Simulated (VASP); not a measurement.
Runs of VASP 6.6.1 on W. The structure is that of space group P6_3/mmc (No. 194), or close to it. The cells are those of the table. 

```csv
task,cell,cutoff (eV),gap on the mesh (eV),pressure (GPa)
relaxation of cell and atoms,"relaxed to 30 GPa from a = 2.820, b = 2.820, c = 4.605 Å, angles 90.0, 90.0, 120.0°, 2 atoms",600,none,30.0
single point,"a = 2.710, b = 2.710, c = 4.743 Å, angles 90.0, 90.0, 120.0°, 2 atoms",520,none,30.9
single point,"a = 2.742, b = 2.742, c = 4.830 Å, angles 90.0, 90.0, 120.0°, 2 atoms",520,none,(a)
relaxation of cell and atoms,"relaxed to 15 GPa from a = 2.820, b = 2.820, c = 4.605 Å, angles 90.0, 90.0, 120.0°, 2 atoms",600,none,15.0
single point,"a = 2.683, b = 2.683, c = 4.670 Å, angles 90.0, 90.0, 120.0°, 2 atoms",520,none,46.1
single point,"a = 2.779, b = 2.779, c = 4.939 Å, angles 90.0, 90.0, 120.0°, 2 atoms",520,none,0.4
relaxation of cell and atoms,"relaxed from a = 2.820, b = 2.820, c = 4.605 Å, angles 90.0, 90.0, 120.0°, 2 atoms",600,none,0.0
relaxation of cell and atoms,"relaxed to 45 GPa from a = 2.820, b = 2.820, c = 4.605 Å, angles 90.0, 90.0, 120.0°, 2 atoms",600,none,45.0
```

Alike in all rows: level PBE; potentials or basis VASP PAW PBE potentials, release 64 (W_sv); no spin polarisation; k mesh 10 × 10 × 6; smearing fermi-dirac 0.1 eV.

Estimate the missing entries.

(a) 15.7.

Caveats: spin-orbit coupling is left out, which moves the levels of the heavy elements; the cell is relaxed towards a set pressure, so the enthalpy falls and the energy may rise (some runs).

A k mesh can miss the band edges, and the runs leave out spin-orbit coupling on W.

A gap of «none» marks levels without a gap at the run's occupations.
